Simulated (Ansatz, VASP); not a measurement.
## One calculation of Sr, two programs

Contents of INCAR:

```
PREC = Accurate
ENCUT = 520
EDIFF = 1E-8
ISMEAR = -1
SIGMA = 0.08
LREAL = False
LASPH = True
NELM = 100
ALGO = Normal
ISIF = 2
LWAVE = False
LCHARG = False
LEFG = True
NBANDS = 11
```

KPOINTS

```
regular mesh
0
Gamma
  10 10 10
```

The input POSCAR:

```
Sr
1.0
    0.0000000000      3.0321748404      3.0321748404
    3.0321748404      0.0000000000      3.0321748404
    3.0321748404      3.0321748404      0.0000000000
Sr
1
Direct
    0.0000000000      0.0000000000      0.0000000000
```

Input for Ansatz:

```yaml
crystal:
  lattice:
    - [0.0, 3.0321748404, 3.0321748404]
    - [3.0321748404, 0.0, 3.0321748404]
    - [3.0321748404, 3.0321748404, 0.0]
  atoms:
    - { symbol: Sr, position: [0.0, 0.0, 0.0] }
kpoints:
  mp_grid: { grid: [10, 10, 10] }
scf:
  occupations: { method: fermi_dirac, width: 0.08 }
hamiltonian:
  xc: lda
  pseudopotentials: { kind: paw }
output:
  forces: true
  stress: true
  eigenvalues: true
  efg: { contact_densities: true }
  write_density: true
  write_potential: true
  elf: true
  volumetric_format: npy
```

Change from the starting cell: volume scaled by 0.99, PAW files.

Alike in both runs: task electric field gradients; functional LDA; k mesh 10 × 10 × 10; occupations fermi-dirac, width 0.08 eV; no spin polarisation.

```csv
,VASP,Ansatz
version,VASP 6.6.1,Ansatz 0.2.0
potentials or method,"VASP PAW LDA potentials, release 64 (Sr_sv)","PAW with Ansatz's default frozen-core files, scalar-relativistic"
plane-wave cutoff (eV),520,420
valence electrons in the cell,10,10
```

|  | VASP | Ansatz | Ansatz less VASP |
| --- | --- | --- | --- |
| pressure (GPa) | -1.5 | -1.5 | +0.01 |

LDA's correlation is that of Perdew and Zunger in VASP and of Perdew and Wang (1992) in Ansatz.
